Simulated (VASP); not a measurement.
Crystal: Ag.

```
Ag
1.0
     2.91033    0.00000    0.00000
    -1.45517    2.52042    0.00000
     0.00000    0.00000    4.75785
Ag
2
Direct
  0.66667 0.33333 0.75000
  0.33333 0.66667 0.25000
```

This cell differs from its parent crystal: volume scaled by 0.98.

Base run:

```yaml
Program: VASP 6.6.1
Functional: PBE
Potentials_or_basis: VASP PAW PBE potentials, release 64 (Ag)
Cutoff: 520 eV
k_mesh: 10 × 10 × 6
Occupations: fermi-dirac, width 0.05 eV
Spin: no spin polarisation
```

Its results: band gap on the k mesh zero (band 11 reaches 11.20 eV, above the bottom of band 12 at 4.72 eV); pressure 2.5 GPa.

Task: The run is repeated on the same cell with these changes: functional from PBE to LDA; potentials or basis from VASP PAW PBE potentials, release 64 (Ag) to VASP PAW LDA potentials, release 64 (Ag). What comes out?

Result: Band gap on the k mesh zero (band 11 reaches 10.89 eV, above the bottom of band 12 at 4.49 eV); pressure -8.7 GPa.
